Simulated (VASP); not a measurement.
Sb, 2 atoms in the cell. Symmetry: R-3m, No. 166, trigonal system. The conventional cell has a = 4.308 Å, b = 4.308 Å, c = 11.274 Å, α = 90.00°, β = 90.00°, γ = 120.00°. Sb (site symmetry 3m) has 6 Sb at 2.91 to 3.35 Å within 3.8 Å. 

* Program: VASP 6.6.1
* Task: single point
* Functional: r2SCAN0
* Potentials or basis: VASP PAW PBE potentials, release 64 (Sb_d_GW)
* Cutoff: 440 eV
* k mesh: 4 × 4 × 4
* Occupations: fermi-dirac, width 0.05 eV
* Spin: no spin polarisation
* Dipole correction: no
* Grid for exact exchange (PRECFOCK): Normal
* Further INCAR settings: ALGO = Normal; EDIFF = 1e-06; NBANDS = 22
* Share of exact exchange: 0.25

Potentials or basis: VASP PAW PBE potentials, release 64 (Sb_d_GW).

Command:

```console
$ cat potpaw_PBE.64/Sb_d_GW/POTCAR > POTCAR
$ cp INCAR.step1 INCAR
$ mpirun -np 1 vasp_std > vasp.out
$ cp INCAR.step2 INCAR
$ mpirun -np 1 vasp_std > vasp.out
```

Hardware: 1 thread of AMD EPYC 9R45 96-Core Processor (Zen 5), on a shared host.

Task: How long does it take, and how much memory?

Result: Wall time 18 min on 1 thread of AMD EPYC 9R45 96-Core Processor (Zen 5), on a shared host, peak memory 0.18 GiB. Counts: k points 13.
